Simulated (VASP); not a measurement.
Set up this calculation in VASP 6.6.1, as the native input.

```
Task                   : relaxation of cell and atoms
Functional             : PBEsol
Potentials or basis    : VASP PAW PBE potentials, release 64 (Cu, O)
Cutoff                 : 600 eV
k mesh                 : 8 × 8 × 5
Occupations            : fermi-dirac, width 0.05 eV
Spin                   : no spin polarisation
Dipole correction      : no
Further INCAR settings : ALGO = Normal; EDIFF = 1e-06; IBRION = 2; EDIFFG = -0.005; NSW = 80; ISIF = 3
```

The structure of CuO lies in POSCAR:

```
CuO
1.0
    3.1795331000      0.0000000000      0.0000000000
   -1.5897665500      2.7535564400      0.0000000000
    0.0000000000      0.0000000000      4.4314907300
Cu O
2 2
Direct
    0.0000000000      0.0000000000      0.0000000000
    0.0000000000      0.0000000000      0.5000000000
    0.3333333333      0.6666666667      0.2500000000
    0.6666666667      0.3333333333      0.7500000000
```

One way to write it, as run:

INCAR

```
SYSTEM = CuO
PREC = Accurate
ENCUT = 600
EDIFF = 1E-6
ISMEAR = -1
SIGMA = 0.05
LREAL = .False.
LASPH = .True.
NELM = 60
ALGO = Normal
ISIF = 3
LWAVE = .False.
LCHARG = .False.
GGA = PS
IBRION = 2
NSW = 80
EDIFFG = -0.005
```

KPOINTS

```
Automatic mesh
0
Gamma
  8 8 5
  0 0 0
```

Potentials or basis: VASP PAW PBE potentials, release 64 (Cu, O).

Run with:

```sh
$ cat potpaw_PBE.64/Cu/POTCAR potpaw_PBE.64/O/POTCAR > POTCAR
$ mpirun -np 1 vasp_std > vasp.out
```

Results of the run:

```yaml
Relaxed_volume: 9.24 Å³/atom
Relaxed_cell: a = 2.914 Å, b = 2.914 Å, c = 5.028 Å, α = 90.00°, β = 90.00°, γ = 120.00°
Space_group_after_relaxing_to_0.1_Å: P6_3/mmc (No. 194)
Energy_gained_by_relaxing: 182.7 meV/atom
Ionic_steps: 11
Pressure_after_relaxing: 0.0 GPa
Band_gap_on_the_k_mesh: zero (bands 17 and 18 overlap by 0.76 eV)
```

Caveat: the PAW data sets were made with another functional, which shifts forces and pressure a little; semilocal functionals often make such compounds metallic where correlation or magnetic order opens a gap, which also shifts bond lengths.

Wall time 2.8 min on 1 thread of Intel(R) Xeon(R) Platinum 8488C (Sapphire Rapids), with other jobs on the host, peak memory 0.19 GiB.
